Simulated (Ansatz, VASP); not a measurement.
**Two plane-wave programs on MgI**

The input INCAR:

```
PREC = Accurate
ENCUT = 600
EDIFF = 1E-6
ISMEAR = 0
SIGMA = 0.1
LREAL = False
LASPH = True
NELM = 120
ALGO = Normal
ISIF = 2
LWAVE = False
LCHARG = False
GGA = PE
NBANDS = 12
GGA_COMPAT = False
```

File KPOINTS:

```
Automatic mesh
0
Gamma
  14 14 14
```

POSCAR

```
MgI
1.0
    0.0000000000      3.6327301098      3.6327301098
    3.6327301098      0.0000000000      3.6327301098
    3.6327301098      3.6327301098      0.0000000000
Mg I
1 1
Direct
    0.0000000000      0.0000000000      0.0000000000
    0.7500000000      0.7500000000      0.7500000000
```

Input for Ansatz:

```yaml
crystal:
  lattice:
    - [0.0, 3.6327301098, 3.6327301098]
    - [3.6327301098, 0.0, 3.6327301098]
    - [3.6327301098, 3.6327301098, 0.0]
  atoms:
    - { symbol: Mg, position: [0.0, 0.0, 0.0] }
    - { symbol: I, position: [0.75, 0.75, 0.75] }
basis:
  ecutwfc: "550 eV"
kpoints:
  mp_grid: { grid: [14, 14, 14] }
hamiltonian:
  xc: pbe
scf:
  occupations: { method: gaussian, width: 0.1 }
output:
  forces: true
  eigenvalues: true
  stress: true
```

Alike in both runs: task single point; functional PBE; k mesh 14 × 14 × 14; occupations gaussian, width 0.1 eV; no spin polarisation.

|  | VASP | Ansatz |
| --- | --- | --- |
| version | VASP 6.6.1 | Ansatz 0.2.0 |
| potentials or method | VASP PAW PBE potentials, release 64 (Mg, I), cutoff 600 eV | scalar-relativistic, plane waves, PAW |
| valence electrons in the cell | 9 | 27 |

```csv
,VASP,Ansatz,Ansatz less VASP
gap on the k mesh at the Fermi level (eV),none,none,-
pressure (GPa),0.0,0.0,+0.03
```

A gap of «none» marks a metal or a gap that the smearing closes. VASP's potentials hold 9 valence electrons a cell and Ansatz's 27, so a difference there can come from the potentials and not from the codes.

Spin-orbit coupling is off throughout.
